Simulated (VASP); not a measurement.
# Sr (I4/mmm) in VASP: a series of runs

The runs below take Sr through single point, with PBEsol.

Program: VASP 6.6.1. These are calculated values, not measurements. Logs are shortened: lines on timing, memory, paths and dates and some standing lists are left out, and cuts for length are marked.

### 1 The cell of the first run

It takes space group I4/mmm (No. 139, tetragonal). The conventional cell has a = 4.850 Å, b = 4.850 Å, c = 4.668 Å, α = 90.00°, β = 90.00°, γ = 90.00°. Within 5.4 Å of Sr (site symmetry 4/mmm) lie 14 Sr at 4.15 to 4.85 Å.

### 2 Single point, PBEsol (strain -0.0375 x Voigt [0, 1, 0, 0, 0, 0])

Contents of INCAR:

```
  PREC = Accurate
  ENCUT = 520
  EDIFF = 1E-6
  ISMEAR = 0
  SIGMA = 0.15
  LREAL = False
  LASPH = True
  NELM = 80
  ALGO = Fast
  ISIF = 2
  LWAVE = False
  LCHARG = False
  GGA = PS
  NBANDS = 11
```

Contents of KPOINTS:

```
regular mesh
0
Gamma
  14 14 14
```

Contents of POSCAR:

```
Sr
1.0
   -2.4250000000      2.3340625000      2.4250000000
    2.4250000000     -2.3340625000      2.4250000000
    2.4250000000      2.3340625000     -2.4250000000
Sr
1
Direct
    0.0000000000      0.0000000000      0.0000000000
```

Potentials or basis: VASP PAW PBE potentials, release 64 (Sr_sv).

Command:

```bash
> cat potpaw_PBE.64/Sr_sv/POTCAR > POTCAR
> mpirun -np 1 vasp_std > vasp.out
```

OUTCAR:

```text
PREC = Accurate
   ENCUT = 520
   EDIFF = 1E-6
   ISMEAR = 0
   LREAL = False
   LASPH = True
   NELM = 80
   ISIF = 2
   GGA = PS

 ion  position               nearest neighbor table
   1  0.000  0.000  0.000-

  LATTYP: Found a body centered tetragonal cell.
 ALAT       =     4.8500000000
 C/A-ratio  =     0.9625000000

  Lattice vectors:

 A1 = (  -2.4250000000,  -2.3340625000,   2.4250000000)
 A2 = (   2.4250000000,  -2.3340625000,  -2.4250000000)
 A3 = (   2.4250000000,   2.3340625000,   2.4250000000)

Analysis of symmetry for initial positions (statically):
=====================================================================
 Subroutine PRICEL returns:
 Original cell was already a primitive cell.

 Routine SETGRP: Setting up the symmetry group for a
 body centered tetragonal supercell.

 Subroutine GETGRP returns: Found 16 space group operations
 (whereof 16 operations were pure point group operations)
 out of a pool of 16 trial point group operations.

The static configuration has the point symmetry D_4h.

Analysis of symmetry for dynamics (positions and initial velocities):
=====================================================================
 Subroutine PRICEL returns:
 Original cell was already a primitive cell.

 Routine SETGRP: Setting up the symmetry group for a
 body centered tetragonal supercell.

 Subroutine GETGRP returns: Found 16 space group operations
 (whereof 16 operations were pure point group operations)
 out of a pool of 16 trial point group operations.

The dynamic configuration has the point symmetry D_4h.

 Subroutine INISYM returns: Found 16 space group operations
 (whereof 16 operations are pure point group operations),
 and found     1 'primitive' translations

----------------------------------------------------------------------------------------

                                     Primitive cell

  volume of cell :      54.9030

  direct lattice vectors                    reciprocal lattice vectors
    -2.425000000  2.334062500  2.425000000     0.000000000  0.214218771  0.206185567
     2.425000000 -2.334062500  2.425000000     0.206185567  0.000000000  0.206185567
     2.425000000  2.334062500 -2.425000000     0.206185567  0.214218771  0.000000000

  length of vectors
     4.148384957  4.148384957  4.148384957     0.297325024  0.291590425  0.297325024

  position of ions in fractional coordinates (direct lattice)
     0.000000000  0.000000000  0.000000000

  ion indices of the primitive-cell ions
   primitive index   ion index
                 1           1

----------------------------------------------------------------------------------------

 KPOINTS: regular mesh

Automatic generation of k-mesh.
 Grid dimensions read from file:
 generate k-points for:   14   14   14

 Generating k-lattice:

  Cartesian coordinates                     Fractional coordinates (reciprocal lattice)
     0.000000000  0.015301341  0.014727541     0.071428571  0.000000000 -0.000000000
     0.014727541  0.000000000  0.014727541     0.000000000  0.071428571  0.000000000
     0.014727541  0.015301341  0.000000000    -0.000000000  0.000000000  0.071428571

  Length of vectors
     0.021237502  0.020827888  0.021237502

  Shift w.r.t. Gamma in fractional coordinates (k-lattice)
     0.000000000  0.000000000  0.000000000

 Subroutine IBZKPT returns following result:
 ===========================================

 Found    244 irreducible k-points:

 Following reciprocal coordinates:
            Coordinates               Weight
  0.000000  0.000000  0.000000      1.000000
  0.071429  0.000000  0.000000      8.000000
  0.142857 -0.000000  0.000000      8.000000
  0.214286 -0.000000  0.000000      8.000000
  0.285714  0.000000  0.000000      8.000000
  0.357143  0.000000  0.000000      8.000000
[... 16 lines left out ...]
  0.071429  0.142857  0.000000     16.000000
  0.142857  0.142857  0.000000     16.000000
 [... further k-points ...]
   k-points           NKPTS =    244   k-points in BZ     NKDIM =    244   number of bands    NBANDS=     11
   number of dos      NEDOS =    301   number of ions     NIONS =      1
   total plane-waves  NPLWV =  32768
   dimension x,y,z NGX =    32 NGY =   32 NGZ =   32
   dimension x,y,z NGXF=    64 NGYF=   64 NGZF=   64
   ions per type =               1
   NGX,Y,Z   is equivalent  to a cutoff of  12.82, 12.82, 12.82 a.u.
   NGXF,Y,Z  is equivalent  to a cutoff of  25.65, 25.65, 25.65 a.u.
 SYSTEM =  unknown system
   PREC   = accura    normal or accurate (medium, high low for compatibility)
   ISTART =      0    job   : 0-new  1-cont  2-samecut
   ICHARG =      2    charge: 1-file 2-atom 10-const
   ISPIN  =      1    spin polarized calculation?
   LNONCOLLINEAR =      F non collinear calculations
   LSORBIT =      F    spin-orbit coupling
   LASPH  =      T    aspherical Exc in radial PAW
   ENCUT  =  520.0 eV  38.22 Ry    6.18 a.u.   7.71  7.71  7.71*2*pi/ulx,y,z
   NELM   =     80;   NELMIN=  2; NELMDL= -5     # of ELM steps
   EDIFF  = 0.1E-05   stopping-criterion for ELM
   LREAL  =      F    real-space projection
   EDIFFG = 0.1E-04   stopping-criterion for IOM
   NSW    =      0    number of steps for IOM
   IBRION =     -1    ionic relax: 0-MD 1-quasi-New 2-CG
   NFREE  =      0    steps in history (QN), initial steepest desc. (CG)
   ISIF   =      2    stress and relaxation
   ISYM   =      2    0-nonsym 1-usesym 2-fastsym
   POTIM  = 0.5000    time-step for ionic-motion
   TEBEG  =    0.0;   TEEND  =   0.0 temperature during run
   PSTRESS=    0.0 pullay stress
   NELECT =      10.0000    total number of electrons
   NUPDOWN=      -1.0000    fix difference up-down
   EMIN   =  10.00;   EMAX   =-10.00  energy-range for DOS
   EFERMI =   0.00;   METHOD = LEGACY
   ISMEAR =     0;   SIGMA  =   0.15  broadening in eV -4-tet -1-fermi 0-gaus
   EFERMI_NEDOS =   21; number of points for ismear=-14 and -15
   IALGO  =     68    algorithm
   IMIX   =      4    mixing-type and parameters
     AMIX     =   0.40;   BMIX     =  1.00
     AMIX_MAG =   1.60;   BMIX_MAG =  1.00
  volume/ion in A,a.u.               =      54.90       370.50
  Fermi-wavevector in a.u.,A,eV,Ry     =   0.927989  1.753645 11.716843  0.861164
  Thomas-Fermi vector in A             =   2.054118
   LORBIT       =      0    0 simple, 1 ext, 2 COOP (PROOUT), +10 PAW based schemes
   GGA     = PS    functional components
   LHFCALC =     F    Hartree Fock is set to
   AEXX    =    0.0000 exact exchange contribution
   IVDW    =     0    specifies the selected vdW correction
   LEPSILON=     F    determine dielectric tensor
   LRPA    =     F    only Hartree local field effects (RPA)
 non-spin polarized calculation
 RMM-DIIS sequential band-by-band and
 Gauss-broadening in eV      SIGMA  =   0.15
  energy-cutoff  :      520.00
  volume of cell :       54.90
 maximum number of plane-waves:      1495
   NGX = 15   NGY = 15   NGZ = 15

 number of electron      10.0000000 magnetization

 Free energy of the ion-electron system (eV)
  ---------------------------------------------------
  ext. energy  EPLUGINS =         0.00000000
  ---------------------------------------------------
  free energy    TOTEN  =        -1.83312683 eV

  energy without entropy =       -1.81953658  energy(sigma->0) =       -1.82633170

 E-fermi :   1.5065     XC(G=0):  -7.4352

 val. band max:        1.5057066745   @ k =  -0.3571  -0.4286   0.2143
 cond. band min:       1.5082307565   @ k =  -0.4286   0.5000   0.3571
 fundamental gap:      0.0025240820
 Fermi energy:         1.5064528712

 k-point     1 :       0.0000    0.0000    0.0000
  band No.  band energies     occupation
      1     -35.0302      2.00000
      2     -16.9311      2.00000
      3     -16.9282      2.00000
      4     -16.9282      2.00000
      5      -2.1541      2.00000
      6       3.7177      0.00000
      7       3.9447      0.00000
      8       3.9447      0.00000
      9       5.0402      0.00000
     10       5.3609      0.00000
     11       9.4877      0.00000

 k-point     2 :       0.0714    0.0000    0.0000
  band No.  band energies     occupation
      1     -35.0294      2.00000
      2     -16.9402      2.00000
      3     -16.9317      2.00000
      4     -16.9295      2.00000
      5      -2.0653      2.00000
      6       3.6968      0.00000
      7       3.8871      0.00000
      8       3.9670      0.00000
      9       5.0088      0.00000
     10       5.2691      0.00000
     11       9.6595      0.00000

 k-point     3 :       0.1429   -0.0000    0.0000
  band No.  band energies     occupation
      1     -35.0272      2.00000
      2     -16.9688      2.00000
      3     -16.9414      2.00000
      4     -16.9300      2.00000
      5      -1.8054      2.00000
      6       3.5242      0.00000
      7       3.6503      0.00000
      8       4.1780      0.00000
      9       4.9456      0.00000
     10       5.1788      0.00000
     11       9.8683      0.00000

 k-point     4 :       0.2143   -0.0000    0.0000
  band No.  band energies     occupation
      1     -35.0241      2.00000
      2     -17.0098      2.00000
      3     -16.9553      2.00000
      4     -16.9306      2.00000
      5      -1.3935      2.00000
      6       3.2225      0.00000
      7       3.2659      0.00000
      8       4.5791      0.00000
      9       4.9840      0.00000
     10       5.1894      0.00000
     11       9.6052      0.00000
[... 239 lines left out ...]
 k-point    22 :       0.0000    0.1429    0.0000
  band No.  band energies     occupation
      1     -35.0273      2.00000
      2     -16.9674      2.00000
      3     -16.9430      2.00000
      4     -16.9275      2.00000
      5      -1.8192      2.00000
      6       3.4799      0.00000
      7       3.6889      0.00000
      8       4.2767      0.00000
      9       4.7539      0.00000
     10       5.3192      0.00000
     11       9.7768      0.00000

 k-point    23 :       0.0714    0.1429    0.0000
  band No.  band energies     occupation
      1     -35.0254      2.00000
      2     -16.9927      2.00000
      3     -16.9482      2.00000
      4     -16.9309      2.00000
      5      -1.5744      2.00000
      6       3.2711      0.00000
      7       3.5201      0.00000
      8       4.5028      0.00000
      9       4.6901      0.00000
     10       5.3592      0.00000
     11       9.9073      0.00000

 k-point    24 :       0.1429    0.1429    0.0000
  band No.  band energies     occupation
      1     -35.0226      2.00000
      2     -17.0262      2.00000
      3     -16.9580      2.00000
      4     -16.9370      2.00000
      5      -1.1794      2.00000
      6       2.9793      0.00000
      7       3.2320      0.00000
      8       4.6759      0.00000
      9       4.8936      0.00000
     10       5.4554      0.00000
     11       9.2054      0.00000

 [... further k-points ...]

------------------------ aborting loop because EDIFF is reached ----------------------------------------

  FORCE on cell =-STRESS in cart. coord.  units (eV):
  Direction    XX          YY          ZZ          XY          YZ          ZX
  --------------------------------------------------------------------------------------
  -------------------------------------------------------------------------------------
  Total       -0.2774813     -0.2395414     -0.2774813      0.0000000     -0.0000000      0.0000000
  in kB       -8.0974502     -6.9902893     -8.0974502      0.0000000     -0.0000000      0.0000000
  external PRESSURE =      -7.7283966 kB  Pullay stress =       0.0000000 kB

 VOLUME and BASIS-vectors are now :
 -----------------------------------------------------------------------------
  energy-cutoff  :      520.00
  volume of cell :       54.90
      direct lattice vectors                 reciprocal lattice vectors
    -2.425000000  2.334062500  2.425000000     0.000000000  0.214218771  0.206185567
     2.425000000 -2.334062500  2.425000000     0.206185567  0.000000000  0.206185567
     2.425000000  2.334062500 -2.425000000     0.206185567  0.214218771  0.000000000

 POSITION                                       TOTAL-FORCE (eV/Angst)
 -----------------------------------------------------------------------------------
      0.00000      0.00000      0.00000         0.000000      0.000000      0.000000
 -----------------------------------------------------------------------------------
    total drift:                                0.000000      0.000000     -0.000000

  FREE ENERGIE OF THE ION-ELECTRON SYSTEM (eV)
  ---------------------------------------------------
  free  energy   TOTEN  =        -1.8331268315 eV

  energy  without entropy=       -1.8195365775  energy(sigma->0) =       -1.82633170
```

It took 40 s on 1 thread of Intel Xeon 6975P-C (Granite Rapids), shared host; peak memory 0.28 GiB.

Results:

```
Free energy            : -1.8331 eV
Pressure               : -0.8 GPa
Band gap on the k mesh : zero (bands 5 and 6 overlap by 0.34 eV)
```

Levels at points of the mesh, in eV from the Fermi level:
```
           k point  band 2  band 3  band 4  band 5  band 6  band 7  band 8  band 9
(0.00, 0.00, 0.00)  -18.44  -18.43  -18.43   -3.66    2.21    2.44    2.44    3.53
(0.50, 0.00, 0.00)  -18.64  -18.50  -18.44   -0.99    0.27    1.12    3.56    4.28
(0.00, 0.50, 0.00)  -18.64  -18.50  -18.43   -1.07    0.16    1.37    3.33    4.09
(0.50, 0.50, 0.50)  -18.58  -18.58  -18.57   -0.17   -0.10    3.43    3.43    3.96
```

Caveat: the cell differs from its parent crystal (strain -0.0375 x Voigt [0, 1, 0, 0, 0, 0]); the PAW data sets were made with another functional, which shifts forces and pressure a little.

### 3 Single point, PBEsol (strain +0.0375 x Voigt [0, 1, 0, 0, 0, 0])

Contents of INCAR:

```
SYSTEM = Sr
PREC     = Accurate       ! precision mode
ENCUT    = 520            ! plane-wave cutoff, eV
EDIFF    = 1E-7           ! SCF threshold, eV
ISMEAR   = 0              ! smearing method
SIGMA    = 0.15           ! smearing width, eV
LREAL    = .FALSE.        ! projectors in reciprocal space
LASPH    = .TRUE.         ! aspherical terms in the spheres
NELM     = 60             ! most SCF steps
ALGO     = Fast           ! electronic algorithm
ISIF     = 2              ! what is computed and relaxed
LWAVE    = .FALSE.        ! write WAVECAR
LCHARG   = .FALSE.        ! write CHGCAR
GGA      = PS             ! functional
NBANDS   = 11             ! bands
```

Contents of KPOINTS:

```
regular mesh
0
G
  14 14 14
  0 0 0
```

Contents of POSCAR:

```
Sr
1.0
   -2.4250000000      2.5159375000      2.4250000000
    2.4250000000     -2.5159375000      2.4250000000
    2.4250000000      2.5159375000     -2.4250000000
Sr
1
Direct
    0.0000000000      0.0000000000      0.0000000000
```

Potentials or basis: VASP PAW PBE potentials, release 64 (Sr_sv).

Command:

```bash
> cat potpaw_PBE.64/Sr_sv/POTCAR > POTCAR
> mpirun -np 1 vasp_std > vasp.out
```

Run time: 50 s. Hardware: 1 thread of Intel Xeon 6975P-C (Granite Rapids), shared host; peak memory 0.29 GiB.

It converged, with:

```
Free energy            : -1.8042 eV
Pressure               : -1.4 GPa
Band gap on the k mesh : zero (bands 5 and 6 overlap by 0.23 eV)
```

Levels at points of the mesh, in eV from the Fermi level:
```
           k point  band 3  band 4  band 5  band 6  band 7  band 8
(0.00, 0.00, 0.00)  -18.62  -18.61   -3.56    2.19    2.19    2.39
(0.50, 0.00, 0.00)  -18.67  -18.61   -1.01    0.09    1.26    3.19
(0.00, 0.50, 0.00)  -18.67  -18.62   -0.94    0.19    1.04    3.44
(0.50, 0.50, 0.50)  -18.72  -18.72   -0.09   -0.02    3.00    3.47
```

Caveat: the cell differs from its parent crystal (strain +0.0375 x Voigt [0, 1, 0, 0, 0, 0]); the PAW data sets were made with another functional, which shifts forces and pressure a little.
